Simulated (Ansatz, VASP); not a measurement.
**MgO in VASP and in Ansatz**

```
CELL_PARAMETERS angstrom
2.88483 0.00000 0.00000
-1.44242 2.49834 0.00000
0.00000 0.00000 2.63117
ATOMIC_POSITIONS crystal
Mg 0.00000 0.00000 0.00000
O 0.33333 0.66667 0.50000
```

Alike in both runs: task single point; functional r2SCAN; k mesh 12 × 12 × 8; no spin polarisation.

|  | VASP | Ansatz |
| --- | --- | --- |
| version | VASP 6.6.1 | Ansatz 0.2.0 |
| potentials or method | VASP PAW PBE potentials, release 64 (Mg_sv, O), cutoff 920 eV | plane waves, PAW |
| occupations | gaussian, width 0.01 eV | fixed |
| valence electrons in the cell | 16 | 16 |

VASP gave:

| Property | Result |
| --- | --- |
| pressure (GPa) | 3.5 |
| traceless stress, the component that is largest in VASP (GPa) | 0.96 |

Question: Which values does Ansatz return?

Answer: Pressure (GPa): 3.0; traceless stress, the component that is largest in VASP (GPa): 0.82.

VASP's potentials were made for PBE, not for r2SCAN.
